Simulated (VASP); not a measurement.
SnS2:

```xyz
3
Lattice="3.6743 0.0000 0.0000 -1.8372 3.1820 0.0000 0.0000 0.0000 6.2288" Properties=species:S:1:pos:R:3 pbc="T T T"
Sn    0.0000    0.0000    0.0000
S     0.0000    2.1214    1.4616
S     1.8372    1.0607    4.7672
```

- Program: VASP 6.6.1
- Task: relaxation of cell and atoms
- Functional: PBE
- Dispersion: D3(BJ)
- Potentials or basis: VASP PAW PBE potentials, release 64 (Sn_d, S)
- Cutoff: 500 eV
- k mesh: 12 × 12 × 6
- Occupations: gaussian, width 0.02 eV
- Spin: no spin polarisation

At the start: pressure -0.1 GPa; volume 24.28 Å³/atom.

**Question.** Where does the relaxation end?

**Answer.** Over 12 steps the energy falls by 10.3 meV/atom and the volume is 22.46 Å³/atom (-7.5 %); space group P-3m1 (No. 164, to 0.05 Å).

The path:
```
step  energy change (eV)  largest force (eV/Å)  pressure (GPa)  volume (Å³)
   1              0.0000                0.2398           -0.06        72.83
   2             -0.0042                0.1112           -0.44        72.73
   3             -0.0053                0.0060           -0.76        72.66
   4             -0.0080                0.0209           -0.47        72.09
   5             -0.0112                0.0675            0.48        70.41
   6             -0.0136                0.0631            0.48        70.11
   7             -0.0202                0.0504            0.51        69.21
   8             -0.0277                0.0266            0.70        67.40
   9             -0.0282                0.0140            0.83        66.67
  10             -0.0298                0.1136           -0.55        67.71
  11             -0.0304                0.0707           -0.09        67.35
  12             -0.0310                0.0197            0.00        67.37
```

Final structure:
```
Sn S
1.0
     3.66574    0.00000    0.00000
    -1.83287    3.17462    0.00000
     0.00000    0.00000    5.78936
Sn S
1 2
Cartesian
  0.0000 0.0000 5.7894
  0.0000 2.1164 1.4801
  1.8329 1.0582 4.3093
```
